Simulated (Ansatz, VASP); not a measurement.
One calculation of Zr3TiN4, two programs

```xyz
8
Lattice="3.2034 0.0000 0.0000 0.0000 3.2034 0.0000 0.0000 0.0000 9.0457" Properties=species:S:1:pos:R:3 pbc="T T T"
Zr    1.6017    1.6017    2.1829
Zr    0.0000    0.0000    4.5228
Zr    1.6017    1.6017    6.8628
Ti    0.0000    0.0000    0.0000
N     0.0000    0.0000    6.8474
N     1.6017    1.6017    0.0000
N     0.0000    0.0000    2.1983
N     1.6017    1.6017    4.5228
```

Alike in both runs: functional PBE; k mesh 6 × 6 × 2; occupations gaussian, width 0.1 eV; collinear spin.

Ansatz relaxed the structure, and its values are those at the end. VASP's run is a single point on that final structure, the one shown.

```csv
,VASP,Ansatz
version,VASP 6.6.1,Ansatz 0.2.0
potentials or method,"VASP PAW PBE potentials, release 64 (Zr_sv, Ti_sv, N), cutoff 520 eV","scalar-relativistic, plane waves, PAW"
valence electrons in the cell,68,68
```

|  | VASP | Ansatz | Ansatz less VASP |
| --- | --- | --- | --- |
| gap on the k mesh at the Fermi level (eV) | none | none | - |
| pressure (GPa) | 0.0 | -0.3 | -0.25 |
| net moment per atom (μB) | 0.00 | 0.00 | 0.000 |

A gap of «none» marks a metal or a gap that the smearing closes. The functional is the same, so the differences come from potentials, cutoffs and numerics. Ansatz's warnings: seeded moment not kept.
